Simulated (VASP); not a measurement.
Here is a VASP 6.6.1 calculation.

Contents of INCAR:

```
SYSTEM = CO2
PREC = Accurate ; ENCUT = 1340
EDIFF = 1E-6 ; ISMEAR = 0
SIGMA = 0.02 ; LREAL = .False.
LASPH = .True. ; NELM = 120
ALGO = Normal ; ISIF = 2
LWAVE = .False. ; LCHARG = .False.
GGA = PS ; NBANDS = 25
GGA_COMPAT = .False.
```

KPOINTS

```
Automatic mesh
0
Gamma
  8 8 8
  0 0 0
```

POSCAR

```
CO2
1.0
   -1.9051937189      1.9051937189      2.9502099278
    1.9051937189     -1.9051937189      2.9502099278
    1.9051937189      1.9051937189     -2.9502099278
C O
2 4
Direct
    0.7500000000      0.2500000000      0.5000000000
    0.0000000000      0.0000000000      0.0000000000
    0.6970490157      0.1250000000      0.0720490157
    0.0529509843      0.6250000000      0.9279509843
    0.3750000000      0.3029509843      0.4279509843
    0.8750000000      0.9470490157      0.5720490157
```

Potentials or basis: VASP PAW PBE potentials, release 64 (C_h, O_h).

Run with:

```sh
$ cat potpaw_PBE.64/C_h/POTCAR potpaw_PBE.64/O_h/POTCAR > POTCAR
$ mpirun -np 1 vasp_std > vasp.out
```

Predict the largest force.

0.027 eV/Å.

Predict the pressure.

9.9 GPa.

Forces on the atoms (eV/Å):
```
C    0.000  0.000  0.000
C    0.000  0.000  0.000
O    0.000 -0.027  0.000
O    0.000  0.027  0.000
O    0.027  0.000  0.000
O   -0.027  0.000  0.000
```

Caveat: the cell stands under pressure; the PAW data sets were made with another functional, which shifts forces and pressure a little.
